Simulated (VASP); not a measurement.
# Mg3CdS4 (P4/mmm) in VASP: a series of runs

Runs on Mg3CdS4. Level: PBE. Tasks: single point.

All numbers are computed with VASP 6.6.1; they aren't measurements. Logs are shortened: lines on timing, memory, paths and dates and some standing lists are left out, and cuts for length are marked.

## 1. The cell of the first run

The structure is tetragonal, space group P4/mmm (No. 123). Conventional cell: a = 3.762 Å, b = 3.762 Å, c = 10.597 Å, α = 90.00°, β = 90.00°, γ = 90.00°. Mg (site symmetry 4mm) has 6 S at 2.61 to 2.69 Å within 3.4 Å. Mg (site symmetry 4/mmm) has 6 S at 2.58 to 2.66 Å within 3.4 Å. Within 3.5 Å of Cd (site symmetry 4/mmm) lie 6 S at 2.66 to 2.72 Å. Within 3.4 Å of S (site symmetry 4/mmm) lie 6 Mg at 2.61 to 2.66 Å. S (site symmetry 4mm) has 5 Mg at 2.58 to 2.66 Å and 1 Cd at 2.72 Å within 3.4 Å. S (site symmetry 4/mmm) has 4 Cd at 2.66 Å and 2 Mg at 2.69 Å within 3.5 Å.

## 2. Single point, PBE

File INCAR:

```
  ALGO = Normal
  EDIFF = 1E-6
  ENCUT = 520
  GGA = PE
  ISIF = 2
  ISMEAR = 0
  LASPH = T
  LCHARG = T
  LELF = T
  LREAL = F
  LVHAR = T
  LWAVE = F
  NBANDS = 31
  NELM = 60
  PREC = Accurate
  SIGMA = 0.1
```

File KPOINTS:

```
k-points
0
Gamma
  4 4 2
```

File POSCAR:

```
Mg3CdS4
1.0
    3.7622592699      0.0000000000      0.0000000000
    0.0000000000      3.7622592699      0.0000000000
    0.0000000000      0.0000000000     10.5972343270
Mg Cd S
3 1 4
Direct
    0.0000000000      0.0000000000      0.7539663637
    0.5000000000      0.5000000000      0.0000000000
    0.0000000000      0.0000000000      0.2460336363
    0.5000000000      0.5000000000      0.5000000000
    0.0000000000      0.0000000000      0.0000000000
    0.5000000000      0.5000000000      0.2430222199
    0.0000000000      0.0000000000      0.5000000000
    0.5000000000      0.5000000000      0.7569777801
```

Potentials or basis: VASP PAW PBE potentials, release 64 (Mg, Cd, S).

Command:

```sh
$ cat potpaw_PBE.64/Mg/POTCAR potpaw_PBE.64/Cd/POTCAR potpaw_PBE.64/S/POTCAR > POTCAR
$ mpirun -np 1 vasp_std > vasp.out
```

OUTCAR:

```text
EDIFF = 1E-6
   ENCUT = 520
   GGA = PE
   ISIF = 2
   ISMEAR = 0
   LASPH = T
   LREAL = F
   NELM = 60
   PREC = Accurate

 ion  position               nearest neighbor table
   1  0.000  0.000  0.754-   5 2.61   8 2.66   8 2.66   8 2.66   8 2.66   7 2.69
   2  0.500  0.500  0.000-   6 2.58   8 2.58   5 2.66   5 2.66   5 2.66   5 2.66
   3  0.000  0.000  0.246-   5 2.61   6 2.66   6 2.66   6 2.66   6 2.66   7 2.69
   4  0.500  0.500  0.500-   7 2.66   7 2.66   7 2.66   7 2.66   8 2.72   6 2.72
   5  0.000  0.000  0.000-   1 2.61   3 2.61   2 2.66   2 2.66   2 2.66   2 2.66
   6  0.500  0.500  0.243-   2 2.58   3 2.66   3 2.66   3 2.66   3 2.66   4 2.72
   7  0.000  0.000  0.500-   4 2.66   4 2.66   4 2.66   4 2.66   1 2.69   3 2.69
   8  0.500  0.500  0.757-   2 2.58   1 2.66   1 2.66   1 2.66   1 2.66   4 2.72

  LATTYP: Found a simple tetragonal cell.
 ALAT       =     3.7622592699
 C/A-ratio  =     2.8167209027

  Lattice vectors:

 A1 = (   3.7622592699,   0.0000000000,   0.0000000000)
 A2 = (   0.0000000000,   3.7622592699,   0.0000000000)
 A3 = (   0.0000000000,   0.0000000000,  10.5972343270)

Analysis of symmetry for initial positions (statically):
=====================================================================
 Subroutine PRICEL returns:
 Original cell was already a primitive cell.

 Routine SETGRP: Setting up the symmetry group for a
 simple tetragonal supercell.

 Subroutine GETGRP returns: Found 16 space group operations
 (whereof 16 operations were pure point group operations)
 out of a pool of 16 trial point group operations.

The static configuration has the point symmetry D_4h.

Analysis of symmetry for dynamics (positions and initial velocities):
=====================================================================
 Subroutine PRICEL returns:
 Original cell was already a primitive cell.

 Routine SETGRP: Setting up the symmetry group for a
 simple tetragonal supercell.

 Subroutine GETGRP returns: Found 16 space group operations
 (whereof 16 operations were pure point group operations)
 out of a pool of 16 trial point group operations.

The dynamic configuration has the point symmetry D_4h.

 Subroutine INISYM returns: Found 16 space group operations
 (whereof 16 operations are pure point group operations),
 and found     1 'primitive' translations

----------------------------------------------------------------------------------------

                                     Primitive cell

  volume of cell :     149.9996

  direct lattice vectors                    reciprocal lattice vectors
     3.762259270  0.000000000  0.000000000     0.265797737  0.000000000  0.000000000
     0.000000000  3.762259270  0.000000000     0.000000000  0.265797737  0.000000000
     0.000000000  0.000000000 10.597234327     0.000000000  0.000000000  0.094364243

  length of vectors
     3.762259270  3.762259270 10.597234327     0.265797737  0.265797737  0.094364243

  position of ions in fractional coordinates (direct lattice)
     0.000000000  0.000000000  0.753966364
     0.500000000  0.500000000  0.000000000
     0.000000000  0.000000000  0.246033636
     0.500000000  0.500000000  0.500000000
     0.000000000  0.000000000  0.000000000
     0.500000000  0.500000000  0.243022220
     0.000000000  0.000000000  0.500000000
     0.500000000  0.500000000  0.756977780

  ion indices of the primitive-cell ions
   primitive index   ion index
                 1           1
                 2           2
                 3           3
                 4           4
                 5           5
                 6           6
                 7           7
                 8           8

----------------------------------------------------------------------------------------

 KPOINTS: k-points

Automatic generation of k-mesh.
 Grid dimensions read from file:
 generate k-points for:    4    4    2

 Generating k-lattice:

  Cartesian coordinates                     Fractional coordinates (reciprocal lattice)
     0.066449434  0.000000000  0.000000000     0.250000000  0.000000000  0.000000000
     0.000000000  0.066449434  0.000000000     0.000000000  0.250000000  0.000000000
     0.000000000  0.000000000  0.047182122     0.000000000  0.000000000  0.500000000

  Length of vectors
     0.066449434  0.066449434  0.047182122

  Shift w.r.t. Gamma in fractional coordinates (k-lattice)
     0.000000000  0.000000000  0.000000000

 Subroutine IBZKPT returns following result:
 ===========================================

 Found     12 irreducible k-points:

 Following reciprocal coordinates:
            Coordinates               Weight
  0.000000  0.000000  0.000000      1.000000
  0.250000  0.000000  0.000000      4.000000
  0.500000  0.000000  0.000000      2.000000
  0.250000  0.250000  0.000000      4.000000
  0.500000  0.250000  0.000000      4.000000
  0.500000  0.500000  0.000000      1.000000
  0.000000  0.000000  0.500000      1.000000
  0.250000  0.000000  0.500000      4.000000
  0.500000  0.000000  0.500000      2.000000
  0.250000  0.250000  0.500000      4.000000
  0.500000  0.250000  0.500000      4.000000
  0.500000  0.500000  0.500000      1.000000
   k-points           NKPTS =     12   k-points in BZ     NKDIM =     12   number of bands    NBANDS=     31
   number of dos      NEDOS =    301   number of ions     NIONS =      8
   total plane-waves  NPLWV =  62720
   dimension x,y,z NGX =    28 NGY =   28 NGZ =   80
   dimension x,y,z NGXF=    56 NGYF=   56 NGZF=  160
   ions per type =               3   1   4
   NGX,Y,Z   is equivalent  to a cutoff of  12.37, 12.37, 12.55 a.u.
   NGXF,Y,Z  is equivalent  to a cutoff of  24.75, 24.75, 25.10 a.u.
 SYSTEM =  unknown system
   PREC   = accura    normal or accurate (medium, high low for compatibility)
   ISTART =      0    job   : 0-new  1-cont  2-samecut
   ICHARG =      2    charge: 1-file 2-atom 10-const
   ISPIN  =      1    spin polarized calculation?
   LNONCOLLINEAR =      F non collinear calculations
   LSORBIT =      F    spin-orbit coupling
   LASPH  =      T    aspherical Exc in radial PAW
   ENCUT  =  520.0 eV  38.22 Ry    6.18 a.u.   7.00  7.00 19.70*2*pi/ulx,y,z
   NELM   =     60;   NELMIN=  2; NELMDL= -5     # of ELM steps
   EDIFF  = 0.1E-05   stopping-criterion for ELM
   LREAL  =      F    real-space projection
   EDIFFG = 0.1E-04   stopping-criterion for IOM
   NSW    =      0    number of steps for IOM
   IBRION =     -1    ionic relax: 0-MD 1-quasi-New 2-CG
   NFREE  =      0    steps in history (QN), initial steepest desc. (CG)
   ISIF   =      2    stress and relaxation
   ISYM   =      2    0-nonsym 1-usesym 2-fastsym
   POTIM  = 0.5000    time-step for ionic-motion
   TEBEG  =    0.0;   TEEND  =   0.0 temperature during run
   PSTRESS=    0.0 pullay stress
   NELECT =      42.0000    total number of electrons
   NUPDOWN=      -1.0000    fix difference up-down
   EMIN   =  10.00;   EMAX   =-10.00  energy-range for DOS
   EFERMI =   0.00;   METHOD = LEGACY
   ISMEAR =     0;   SIGMA  =   0.10  broadening in eV -4-tet -1-fermi 0-gaus
   EFERMI_NEDOS =   21; number of points for ismear=-14 and -15
   IALGO  =     38    algorithm
   IMIX   =      4    mixing-type and parameters
     AMIX     =   0.40;   BMIX     =  1.00
     AMIX_MAG =   1.60;   BMIX_MAG =  1.00
  volume/ion in A,a.u.               =      18.75       126.53
  Fermi-wavevector in a.u.,A,eV,Ry     =   1.071013  2.023920 15.606809  1.147068
  Thomas-Fermi vector in A             =   2.206740
   LORBIT       =      0    0 simple, 1 ext, 2 COOP (PROOUT), +10 PAW based schemes
   GGA     = PE    functional components
   LHFCALC =     F    Hartree Fock is set to
   AEXX    =    0.0000 exact exchange contribution
   IVDW    =     0    specifies the selected vdW correction
   LEPSILON=     F    determine dielectric tensor
   LRPA    =     F    only Hartree local field effects (RPA)
 non-spin polarized calculation
 Gauss-broadening in eV      SIGMA  =   0.10
  energy-cutoff  :      520.00
  volume of cell :      150.00
 maximum number of plane-waves:      4068
 NGX is ok and might be reduce to    28
   NGX = 13   NGY = 13   NGZ = 39

 number of electron      41.9999994 magnetization

 Free energy of the ion-electron system (eV)
  ---------------------------------------------------
  ext. energy  EPLUGINS =         0.00000000
  ---------------------------------------------------
  free energy    TOTEN  =       -31.15549837 eV

  energy without entropy =      -31.15549837  energy(sigma->0) =      -31.15549837

 E-fermi :   4.1362     XC(G=0):  -9.7820

 val. band max:        3.6565869442   @ k =   0.5000   0.0000   0.0000
 cond. band min:       4.7183960607   @ k =   0.5000   0.5000   0.0000
 fundamental gap:      1.0618091164
 Fermi energy:         4.1362237385

 k-point     1 :       0.0000    0.0000    0.0000
  band No.  band energies     occupation
      1      -9.2923      2.00000
      2      -8.7273      2.00000
      3      -8.5128      2.00000
      4      -7.8005      2.00000
      5      -4.2250      2.00000
      6      -4.0531      2.00000
[... 23 lines left out ...]
     30      10.9731      0.00000
     31      11.5335      0.00000

 k-point     2 :       0.2500    0.0000    0.0000
  band No.  band energies     occupation
      1      -8.9224      2.00000
      2      -8.4485      2.00000
      3      -8.2866      2.00000
      4      -7.7691      2.00000
      5      -4.2539      2.00000
      6      -4.2150      2.00000
[... 23 lines left out ...]
     30      11.0906      0.00000
     31      11.1938      0.00000

 k-point     3 :       0.5000    0.0000    0.0000
  band No.  band energies     occupation
      1      -8.2507      2.00000
      2      -8.1654      2.00000
      3      -8.0251      2.00000
      4      -7.9494      2.00000
      5      -4.4321      2.00000
      6      -4.4289      2.00000
[... 23 lines left out ...]
     30       9.9597      0.00000
     31      10.3149      0.00000

 k-point     4 :       0.2500    0.2500    0.0000
  band No.  band energies     occupation
      1      -8.6497      2.00000
      2      -8.2635      2.00000
      3      -8.0850      2.00000
      4      -7.7158      2.00000
      5      -4.3372      2.00000
      6      -4.0614      2.00000
[... 23 lines left out ...]
     30      10.8006      0.00000
     31      10.9430      0.00000

 k-point     5 :       0.5000    0.2500    0.0000
  band No.  band energies     occupation
      1      -8.3129      2.00000
      2      -7.9924      2.00000
      3      -7.8560      2.00000
      4      -7.7751      2.00000
      5      -4.1789      2.00000
      6      -4.1367      2.00000
[... 23 lines left out ...]
     30      11.3302      0.00000
     31      11.4242      0.00000

 k-point     6 :       0.5000    0.5000    0.0000
  band No.  band energies     occupation
      1      -8.3719      2.00000
      2      -7.8011      2.00000
      3      -7.6681      2.00000
      4      -7.5793      2.00000
      5      -4.0750      2.00000
      6      -4.0750      2.00000
[... 23 lines left out ...]
     30      10.9574      0.00000
     31      11.0184      0.00000

 k-point     7 :       0.0000    0.0000    0.5000
  band No.  band energies     occupation
      1      -9.1952      2.00000
      2      -8.9895      2.00000
      3      -8.2979      2.00000
      4      -7.8422      2.00000
      5      -4.2250      2.00000
      6      -4.0531      2.00000
[... 23 lines left out ...]
     30      11.5673      0.00000
     31      11.7494      0.00000

 k-point     8 :       0.2500    0.0000    0.5000
  band No.  band energies     occupation
      1      -8.8366      2.00000
      2      -8.6635      2.00000
      3      -8.1432      2.00000
      4      -7.7773      2.00000
      5      -4.2539      2.00000
      6      -4.2154      2.00000
[... 23 lines left out ...]
     30      10.9939      0.00000
     31      11.0229      0.00000

 k-point     9 :       0.5000    0.0000    0.5000
  band No.  band energies     occupation
      1      -8.2480      2.00000
      2      -8.1296      2.00000
      3      -8.0643      2.00000
      4      -7.9530      2.00000
      5      -4.4321      2.00000
      6      -4.4267      2.00000
[... 23 lines left out ...]
     30      10.0384      0.00000
     31      10.3207      0.00000

 k-point    10 :       0.2500    0.2500    0.5000
  band No.  band energies     occupation
      1      -8.5999      2.00000
      2      -8.3758      2.00000
      3      -8.0398      2.00000
      4      -7.6954      2.00000
      5      -4.3378      2.00000
      6      -4.0615      2.00000
[... 23 lines left out ...]
     30      10.1613      0.00000
     31      10.1934      0.00000

 k-point    11 :       0.5000    0.2500    0.5000
  band No.  band energies     occupation
      1      -8.3121      2.00000
      2      -7.9623      2.00000
      3      -7.8890      2.00000
      4      -7.7764      2.00000
      5      -4.1734      2.00000
      6      -4.1354      2.00000
[... 23 lines left out ...]
     30      11.4926      0.00000
     31      11.6235      0.00000

 k-point    12 :       0.5000    0.5000    0.5000
  band No.  band energies     occupation
      1      -8.3716      2.00000
      2      -7.7781      2.00000
      3      -7.6934      2.00000
      4      -7.5798      2.00000
      5      -4.0752      2.00000
      6      -4.0752      2.00000
[... 23 lines left out ...]
     30      12.5479      0.00000
     31      12.9874      0.00000

------------------------ aborting loop because EDIFF is reached ----------------------------------------

  FORCE on cell =-STRESS in cart. coord.  units (eV):
  Direction    XX          YY          ZZ          XY          YZ          ZX
  --------------------------------------------------------------------------------------
  -------------------------------------------------------------------------------------
  Total       -0.0738066     -0.0738066     -0.1276568      0.0000000     -0.0000000      0.0000000
  in kB       -0.7883437     -0.7883437     -1.3635301      0.0000000     -0.0000000      0.0000000
  external PRESSURE =      -0.9800725 kB  Pullay stress =       0.0000000 kB

 VOLUME and BASIS-vectors are now :
 -----------------------------------------------------------------------------
  energy-cutoff  :      520.00
  volume of cell :      150.00
      direct lattice vectors                 reciprocal lattice vectors
     3.762259270  0.000000000  0.000000000     0.265797737  0.000000000  0.000000000
     0.000000000  3.762259270  0.000000000     0.000000000  0.265797737  0.000000000
     0.000000000  0.000000000 10.597234327     0.000000000  0.000000000  0.094364243

 POSITION                                       TOTAL-FORCE (eV/Angst)
 -----------------------------------------------------------------------------------
      0.00000      0.00000      7.98996         0.000000     -0.000000      0.019918
      1.88113      1.88113      0.00000        -0.000000      0.000000     -0.000000
      0.00000      0.00000      2.60728         0.000000     -0.000000     -0.019918
      1.88113      1.88113      5.29862        -0.000000      0.000000     -0.000000
      0.00000      0.00000      0.00000        -0.000000      0.000000     -0.000000
      1.88113      1.88113      2.57536        -0.000000     -0.000000      0.004063
      0.00000      0.00000      5.29862        -0.000000      0.000000     -0.000000
      1.88113      1.88113      8.02187        -0.000000      0.000000     -0.004063
 -----------------------------------------------------------------------------------
    total drift:                                0.000000      0.000000      0.000000

  FREE ENERGIE OF THE ION-ELECTRON SYSTEM (eV)
  ---------------------------------------------------
  free  energy   TOTEN  =       -31.1554983654 eV

  energy  without entropy=      -31.1554983654  energy(sigma->0) =      -31.15549837
```

Run time: 78 s. Hardware: 1 thread of AMD EPYC 7R43 (Zen 3), shared host; peak memory 0.21 GiB.

Results:

| Quantity | Value |
| --- | --- |
| Free energy | -31.1555 eV |
| Pressure | -0.1 GPa |
| Largest force | 0.020 eV/Å |
| Band gap on the k mesh | 1.06 eV, indirect (least direct gap 1.81 eV) |

Forces in eV/Å, atoms in the order of the input:
```
Mg   0.000  0.000  0.020
Mg   0.000  0.000  0.000
Mg   0.000  0.000 -0.020
Cd   0.000  0.000  0.000
S    0.000  0.000  0.000
S    0.000  0.000  0.004
S    0.000  0.000  0.000
S    0.000  0.000 -0.004
```

A k mesh can miss the band edges.

(Part 1 of 2 ends here.)
